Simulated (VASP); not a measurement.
A run of VASP 6.6.1:

The input INCAR:

```
ALGO = Normal ; EDIFF = 1E-6
EDIFFG = -0.02 ; ENCUT = 520
GGA = PE ; IBRION = 2
ISIF = 2 ; ISMEAR = -1
LASPH = True ; LCHARG = False
LREAL = False ; LWAVE = False
NELM = 100 ; NSW = 80
PREC = Accurate ; SIGMA = 0.05
```

The input KPOINTS:

```
k-points
0
Gamma
  18 18 10
```

File POSCAR:

```
Ag
1.0
    2.9685570532      0.0000000000      0.0000000000
   -1.4842785266      2.5708458206      0.0000000000
    0.0000000000      0.0000000000      4.8530335443
Ag
2
Direct
    0.3333333333      0.6666666667      0.2500000000
    0.6666666667      0.3333333333      0.7500000000
```

Potentials or basis: VASP PAW PBE potentials, release 64 (Ag).

Run with:

```sh
$ cat potpaw_PBE.64/Ag/POTCAR > POTCAR
$ mpirun -np 1 vasp_std > vasp.out
```

Hardware: 1 thread of Oxide Virtual Turin-like Processor, on a shared host.

Question: Estimate the wall time of this run.

Answer: It took 58 s on 1 thread of Oxide Virtual Turin-like Processor (shared host), peak memory 0.21 GiB. Counts: scf iterations 11, k points 222, ion steps 1.
